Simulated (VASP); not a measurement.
# Zr2TeSe (R-3m) in VASP: further runs

The runs below take Zr2TeSe through single point, relaxation of cell and atoms, with PBE.

Program: VASP 6.6.1. These are calculated values, not measurements. Logs are shortened: lines on timing, memory, paths and dates and some standing lists are left out, and cuts for length are marked.

## (1) The cell of the first run

Symmetry: R-3m, No. 166, trigonal system. The conventional cell has a = 4.082 Å, b = 4.082 Å, c = 19.486 Å, α = 90.00°, β = 90.00°, γ = 120.00°. Within 3.5 Å of Zr (site symmetry 3m) lie 3 Se at 2.65 Å and 3 Te at 3.12 Å and 3 Zr at 3.37 Å. Within 4.1 Å of Te (site symmetry -3m) lie 6 Zr at 3.12 Å and 6 Se at 4.01 Å and 6 Te at 4.08 Å. Se (site symmetry -3m) has 6 Zr at 2.65 Å within 3.5 Å.

The cell was generated, and may not be a known phase.

## (2) Single point, PBE

The input, INCAR:

```
SYSTEM = Zr2TeSe
  PREC = Accurate
  ENCUT = 520
  EDIFF = 1E-6
  ISMEAR = 0
  SIGMA = 0.1
  LREAL = .FALSE.
  LASPH = .TRUE.
  NELM = 60
  ALGO = Normal
  ISIF = 2
  LWAVE = .FALSE.
  LCHARG = .FALSE.
  GGA = PE
  NBANDS = 26
```

The input, KPOINTS:

```
regular mesh
0
G
  6 6 6
  0 0 0
```

The input, POSCAR:

```
Zr2TeSe
1.0
    2.0412252864      1.1785019671      6.4952885454
   -2.0412252864      1.1785019671      6.4952885454
    0.0000000000     -2.3570039386      6.4952885446
Zr Te Se
2 1 1
Direct
    0.7283637835      0.7283637835      0.7283637835
    0.2716362165      0.2716362165      0.2716362165
    0.5000000000      0.5000000000      0.5000000000
    0.0000000000      0.0000000000      0.0000000000
```

Potentials or basis: VASP PAW PBE potentials, release 64 (Zr_sv, Te, Se).

Command:

```bash
$ cat potpaw_PBE.64/Zr_sv/POTCAR potpaw_PBE.64/Te/POTCAR potpaw_PBE.64/Se/POTCAR > POTCAR
$ mpirun -np 1 vasp_std > vasp.out
```

OUTCAR:

```text
SYSTEM = Zr2TeSe
   PREC = Accurate
   ENCUT = 520
   EDIFF = 1E-6
   ISMEAR = 0
   LREAL = .FALSE.
   LASPH = .TRUE.
   NELM = 60
   ISIF = 2
   GGA = PE

 ion  position               nearest neighbor table
   1  0.728  0.728  0.728-   4 2.65   4 2.65   4 2.65   3 3.12   3 3.12   3 3.12   2 3.37   2 3.37
                             2 3.37
   2  0.272  0.272  0.272-   4 2.65   4 2.65   4 2.65   3 3.12   3 3.12   3 3.12   1 3.37   1 3.37
                             1 3.37
   3  0.500  0.500  0.500-   2 3.12   1 3.12   2 3.12   2 3.12   1 3.12   1 3.12
   4  0.000  0.000  0.000-   1 2.65   2 2.65   1 2.65   1 2.65   2 2.65   2 2.65

  LATTYP: Found a trigonal (rhomboedric) cell.
 ALAT       =     6.9097207501
 COS(alpha) =     0.8254616433

  Lattice vectors:

 A1 = (   2.0412252864,   1.1785019671,   6.4952885454)
 A2 = (  -2.0412252864,   1.1785019671,   6.4952885454)
 A3 = (   0.0000000000,  -2.3570039386,   6.4952885446)

Analysis of symmetry for initial positions (statically):
=====================================================================
 Subroutine PRICEL returns:
 Original cell was already a primitive cell.

 Routine SETGRP: Setting up the symmetry group for a
 trigonal (rhombohedral) supercell.

 Subroutine GETGRP returns: Found 12 space group operations
 (whereof 12 operations were pure point group operations)
 out of a pool of 12 trial point group operations.

The static configuration has the point symmetry D_3d.

Analysis of symmetry for dynamics (positions and initial velocities):
=====================================================================
 Subroutine PRICEL returns:
 Original cell was already a primitive cell.

 Routine SETGRP: Setting up the symmetry group for a
 trigonal (rhombohedral) supercell.

 Subroutine GETGRP returns: Found 12 space group operations
 (whereof 12 operations were pure point group operations)
 out of a pool of 12 trial point group operations.

The dynamic configuration has the point symmetry D_3d.

 Subroutine INISYM returns: Found 12 space group operations
 (whereof 12 operations are pure point group operations),
 and found     1 'primitive' translations

----------------------------------------------------------------------------------------

                                     Primitive cell

  volume of cell :      93.7499

  direct lattice vectors                    reciprocal lattice vectors
     2.041225286  1.178501967  6.495288545     0.244950914  0.141422476  0.051319250
    -2.041225286  1.178501967  6.495288545    -0.244950914  0.141422476  0.051319250
     0.000000000 -2.357003939  6.495288545     0.000000000 -0.282844953  0.051319249
[... 92 lines left out ...]
   IBRION =     -1    ionic relax: 0-MD 1-quasi-New 2-CG
   NFREE  =      0    steps in history (QN), initial steepest desc. (CG)
   ISIF   =      2    stress and relaxation
   ISYM   =      2    0-nonsym 1-usesym 2-fastsym
   POTIM  = 0.5000    time-step for ionic-motion
   TEBEG  =    0.0;   TEEND  =   0.0 temperature during run
   PSTRESS=    0.0 pullay stress
   NELECT =      36.0000    total number of electrons
   NUPDOWN=      -1.0000    fix difference up-down
   EMIN   =  10.00;   EMAX   =-10.00  energy-range for DOS
   EFERMI =   0.00;   METHOD = LEGACY
   ISMEAR =     0;   SIGMA  =   0.10  broadening in eV -4-tet -1-fermi 0-gaus
   EFERMI_NEDOS =   21; number of points for ismear=-14 and -15
   IALGO  =     38    algorithm
   IMIX   =      4    mixing-type and parameters
     AMIX     =   0.40;   BMIX     =  1.00
     AMIX_MAG =   1.60;   BMIX_MAG =  1.00
  volume/ion in A,a.u.               =      23.44       158.16
  Fermi-wavevector in a.u.,A,eV,Ry     =   1.189923  2.248627 19.264701  1.415916
  Thomas-Fermi vector in A             =   2.326019
   LORBIT       =      0    0 simple, 1 ext, 2 COOP (PROOUT), +10 PAW based schemes
   GGA     = PE    functional components
   LHFCALC =     F    Hartree Fock is set to
   AEXX    =    0.0000 exact exchange contribution
   IVDW    =     0    specifies the selected vdW correction
   LEPSILON=     F    determine dielectric tensor
   LRPA    =     F    only Hartree local field effects (RPA)
 non-spin polarized calculation
 Gauss-broadening in eV      SIGMA  =   0.10
  energy-cutoff  :      520.00
  volume of cell :       93.75
 maximum number of plane-waves:      2545
 NGX is ok and might be reduce to    54
   NGX = 25   NGY = 25   NGZ = 25

 number of electron      36.0000000 magnetization

 Free energy of the ion-electron system (eV)
  ---------------------------------------------------
  ext. energy  EPLUGINS =         0.00000000
  ---------------------------------------------------
  free energy    TOTEN  =       -27.24784582 eV

  energy without entropy =      -27.23642934  energy(sigma->0) =      -27.24213758

 E-fermi :   9.1120     XC(G=0): -10.5886

 val. band max:        9.1073772542   @ k =   0.5000   0.5000   0.3333
 cond. band min:       9.1355138420   @ k =   0.0000   0.0000   0.0000
 fundamental gap:      0.0281365878
 Fermi energy:         9.1119856839

 k-point     1 :       0.0000    0.0000    0.0000
  band No.  band energies     occupation
      1     -40.7437      2.00000
      2     -40.7010      2.00000
      3     -18.9556      2.00000
      4     -18.8239      2.00000
      5     -18.8239      2.00000
      6     -18.7525      2.00000
[... 685 lines left out ...]
     25      12.0323      0.00000
     26      12.1984      0.00000

 [... further k-points ...]

------------------------ aborting loop because EDIFF is reached ----------------------------------------

  FORCE on cell =-STRESS in cart. coord.  units (eV):
  Direction    XX          YY          ZZ          XY          YZ          ZX
  --------------------------------------------------------------------------------------
  -------------------------------------------------------------------------------------
  Total        0.0468183      0.0468183     -0.0197264      0.0000000      0.0000000      0.0000000
  in kB        0.8001197      0.8001197     -0.3371221      0.0000000      0.0000000      0.0000000
  external PRESSURE =       0.4210391 kB  Pullay stress =       0.0000000 kB

 VOLUME and BASIS-vectors are now :
 -----------------------------------------------------------------------------
  energy-cutoff  :      520.00
  volume of cell :       93.75
      direct lattice vectors                 reciprocal lattice vectors
     2.041225286  1.178501967  6.495288545     0.244950914  0.141422476  0.051319250
    -2.041225286  1.178501967  6.495288545    -0.244950914  0.141422476  0.051319250
     0.000000000 -2.357003939  6.495288545     0.000000000 -0.282844953  0.051319249

 POSITION                                       TOTAL-FORCE (eV/Angst)
 -----------------------------------------------------------------------------------
      0.00000     -0.00000     14.19280         0.000000     -0.000000      0.019550
      0.00000     -0.00000      5.29307         0.000000      0.000000     -0.019550
      0.00000     -0.00000      9.74293         0.000000      0.000000      0.000000
      0.00000      0.00000      0.00000         0.000000     -0.000000      0.000000
 -----------------------------------------------------------------------------------
    total drift:                               -0.000000      0.000000     -0.000000

  FREE ENERGIE OF THE ION-ELECTRON SYSTEM (eV)
  ---------------------------------------------------
  free  energy   TOTEN  =       -27.2478458211 eV

  energy  without entropy=      -27.2364293400  energy(sigma->0) =      -27.24213758
```

It took 4.5 min on 1 thread of Intel Xeon 6975P-C (Granite Rapids), shared host; peak memory 0.4 GiB.

Results:

```yaml
Free_energy: -27.2478 eV
Pressure: 0.0 GPa
Largest_force: 0.020 eV/Å
Band_gap_on_the_k_mesh: zero (bands 18 and 19 overlap by 0.67 eV)
```

Forces on the atoms (eV/Å):
```
Zr   0.000  0.000  0.020
Zr   0.000  0.000 -0.020
Te   0.000  0.000  0.000
Se   0.000  0.000  0.000
```

Levels at points of the mesh, in eV from the Fermi level:
```
           k point  band 14  band 15  band 16  band 17  band 18  band 19  band 20  band 21  band 22  band 23
(0.00, 0.00, 0.00)    -2.50    -1.49    -1.49    -1.41    -1.41     0.02     0.02     0.20     0.91     1.12
(0.50, 0.00, 0.00)    -5.13    -4.37    -2.99    -1.79     0.40     0.69     1.11     1.16     1.24     1.44
(0.50, 0.50, 0.00)    -4.29    -3.58    -2.83    -2.54     0.50     0.50     0.54     1.02     1.36     1.89
(0.50, 0.50, 0.50)    -4.48    -2.38    -2.38    -1.18    -1.18     0.19     0.32     1.09     1.09     1.93
```

Caveat: spin-orbit coupling is left out, which moves the levels of the heavy elements.

## (3) Single point, PBE

This run uses another cell than the first one, of 25.70 Å³/atom.

The input, INCAR:

```
SYSTEM = Zr2TeSe
PREC = Accurate ; ENCUT = 520
EDIFF = 1E-7 ; ISMEAR = 0
SIGMA = 0.1 ; LREAL = .False.
LASPH = .True. ; NELM = 80
ALGO = Normal ; ISIF = 2
LWAVE = .False. ; LCHARG = .False.
GGA = PE ; NBANDS = 26
```

The input, KPOINTS:

```
Automatic mesh
0
Gamma
  6 6 6
  0 0 0
```

The input, POSCAR:

```
Zr2TeSe
1.0
    2.0314126900      1.1728366600      7.1922855200
   -2.0314126900      1.1728366600      7.1922855200
    0.0000000000     -2.3456733300      7.1922855200
Zr Te Se
2 1 1
Direct
    0.7376855600      0.7376855600      0.7376855600
    0.2623144400      0.2623144400      0.2623144400
    0.5000000000      0.5000000000      0.5000000000
    0.0000000000      0.0000000000      0.0000000000
```

Potentials or basis: VASP PAW PBE potentials, release 64 (Zr_sv, Te, Se).

Command:

```bash
$ cat potpaw_PBE.64/Zr_sv/POTCAR potpaw_PBE.64/Te/POTCAR potpaw_PBE.64/Se/POTCAR > POTCAR
$ mpirun -np 1 vasp_std > vasp.out
```

Run time: 2.7 min. Hardware: 1 thread of Intel Xeon 6975P-C (Granite Rapids), shared host; peak memory 0.45 GiB.

Results (log left out):

| Quantity | Value |
| --- | --- |
| Free energy | -26.6487 eV |
| Pressure | -8.8 GPa |
| Largest force | 1.153 eV/Å |
| Band gap on the k mesh | zero (bands 18 and 19 overlap by 1.30 eV) |

Forces on the atoms (eV/Å):
```
Zr   0.000  0.000 -1.153
Zr   0.000  0.000  1.153
Te   0.000  0.000  0.000
Se   0.000  0.000  0.000
```

Stress tensor (GPa, compression positive):
```
-8.27  0.00  0.00
 0.00 -8.27  0.00
 0.00  0.00 -9.87
```

Levels at points of the mesh, in eV from the Fermi level:
```csv
k point,band 16,band 17,band 18,band 19,band 20,band 21
"(0.00, 0.00, 0.00)",-1.72,-1.05,-0.81,-0.81,-0.37,-0.37
"(0.50, 0.00, 0.00)",-3.10,-1.66,-0.15,0.94,0.98,1.18
"(0.50, 0.50, 0.00)",-2.88,-2.35,0.35,0.53,0.74,1.01
"(0.50, 0.50, 0.50)",-2.51,-0.54,-0.54,-0.53,0.22,0.40
```

Caveat: the cell stands under tension; spin-orbit coupling is left out, which moves the levels of the heavy elements; forces of over 1 eV/Å act on the atoms, so gaps and moduli don't describe the material at rest.

## (4) Relaxation of cell and atoms, PBE

This run uses another cell than the first one, of 25.70 Å³/atom.

The input, INCAR:

```
SYSTEM = Zr2TeSe
PREC = Accurate
ENCUT = 600
EDIFF = 1E-6
ISMEAR = 0
SIGMA = 0.1
LREAL = .FALSE.
LASPH = .TRUE.
NELM = 60
ALGO = Normal
ISIF = 3
LWAVE = .FALSE.
LCHARG = .FALSE.
GGA = PE
IBRION = 2
NSW = 90
EDIFFG = -0.04
```

The input, KPOINTS:

```
regular mesh
0
G
  6 6 6
  0 0 0
```

POSCAR is that of step 3.

Command:

```bash
$ cat potpaw_PBE.64/Zr_sv/POTCAR potpaw_PBE.64/Te/POTCAR potpaw_PBE.64/Se/POTCAR > POTCAR
$ mpirun -np 1 vasp_std > vasp.out
```

Run time: 35 min. Hardware: 1 thread of Intel Xeon 6975P-C (Granite Rapids), shared host; peak memory 0.6 GiB.

Results (log left out):

| Quantity | Value |
| --- | --- |
| Free energy | -27.2487 eV |
| Relaxed volume | 23.45 Å³/atom |
| Relaxed cell | a = 6.903 Å, b = 6.903 Å, c = 6.903 Å, α = 34.43°, β = 34.43°, γ = 34.43° |
| Space group after relaxing (to 0.1 Å) | R-3m (No. 166) |
| Energy gained by relaxing | 150.1 meV/atom |
| Ionic steps | 17 |
| Pressure after relaxing | 0.0 GPa |
| Largest force after relaxing | 0.004 eV/Å |
| Band gap on the k mesh | zero (bands 18 and 19 overlap by 0.67 eV) |

Forces in eV/Å, atoms in the order of the input:
```
Zr   0.000  0.000  0.004
Zr   0.000  0.000 -0.004
Te   0.000  0.000  0.000
Se   0.000  0.000  0.000
```

Step by step:
| step | energy change (eV) | largest force (eV/Å) | pressure (GPa) | volume (Å³) |
| --- | --- | --- | --- | --- |
| 1 | 0.0000 | 1.1529 | -8.80 | 102.81 |
| 2 | -0.1757 | 0.7246 | 12.00 | 83.21 |
| 3 | -0.4163 | 1.0708 | 0.84 | 90.85 |
| 4 | -0.4164 | 1.0644 | 1.10 | 90.62 |
| 5 | -0.5132 | 0.5930 | 1.39 | 90.77 |
| 6 | -0.5475 | 0.0872 | 1.85 | 90.89 |
| 7 | -0.5498 | 0.0807 | 2.05 | 90.93 |
| 8 | -0.5570 | 0.1045 | -2.23 | 95.31 |
| 9 | -0.5678 | 0.0141 | -0.45 | 93.34 |
| 10 | -0.5773 | 0.0683 | -0.32 | 93.31 |
| 11 | -0.5920 | 0.2641 | 0.12 | 93.13 |
| 12 | -0.5987 | 0.0957 | 0.19 | 93.44 |
| 13 | -0.5988 | 0.0686 | 0.20 | 93.48 |
| 14 | -0.5999 | 0.0470 | -0.31 | 94.04 |
| 15 | -0.5999 | 0.0494 | -0.25 | 93.98 |
| 16 | -0.6000 | 0.0506 | 0.22 | 93.62 |
| 17 | -0.6004 | 0.0038 | 0.01 | 93.79 |

Final structure:
```xyz
4
Lattice="2.0429 1.1795 6.4874 -2.0429 1.1795 6.4874 0.0000 -2.3589 6.4874" Properties=species:S:1:pos:R:3 pbc="T T T"
Zr    0.0000    0.0000   14.1762
Zr    0.0000    0.0000    5.2860
Te    0.0000    0.0000    9.7311
Se    0.0000    0.0000    0.0000
```

Levels at points of the mesh, in eV from the Fermi level:
```tsv
k point	band 16	band 17	band 18	band 19	band 20	band 21
(0.00, 0.00, 0.00)	-1.50	-1.41	-1.41	0.02	0.02	0.21
(0.50, 0.00, 0.00)	-3.00	-1.78	0.39	0.68	1.10	1.16
(0.50, 0.50, 0.00)	-2.85	-2.54	0.50	0.51	0.53	1.01
(0.50, 0.50, 0.50)	-2.39	-1.19	-1.19	0.19	0.31	1.09
```

Caveat: spin-orbit coupling is left out, which moves the levels of the heavy elements.

[end of part 1 of 2]

The gap in the log of VASP goes by the Fermi energy; the results here count the filled bands.